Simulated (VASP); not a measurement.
A run of VASP 6.6.1 is set up as follows.

The input INCAR:

```
PREC = Accurate
ENCUT = 520
EDIFF = 1E-6
ISMEAR = 0
SIGMA = 0.05
LREAL = False
LASPH = True
NELM = 80
ALGO = Normal
ISIF = 2
LWAVE = False
LCHARG = False
GGA = PE
NBANDS = 11
```

File KPOINTS:

```
Automatic mesh
0
Gamma
  10 10 10
```

File POSCAR:

```
AlN
1.0
    0.1246538444      2.0991075578      2.0991075578
    2.0991075578      0.1246538444      2.0991075578
    2.0991075578      2.0991075578      0.1246538444
Al N
1 1
Direct
    0.5000000000      0.5000000000      0.5000000000
    0.0000000000      0.0000000000      0.0000000000
```

Potentials or basis: VASP PAW PBE potentials, release 64 (Al, N).

Launch:

```sh
$ cat potpaw_PBE.64/Al/POTCAR potpaw_PBE.64/N/POTCAR > POTCAR
$ mpirun -np 1 vasp_std > vasp.out
```

(1) Predict the band gap on the k mesh.

(2) Predict the pressure.

Results:

(1) 3.32 eV, indirect (least direct gap 4.41 eV).

(2) 0.6 GPa.
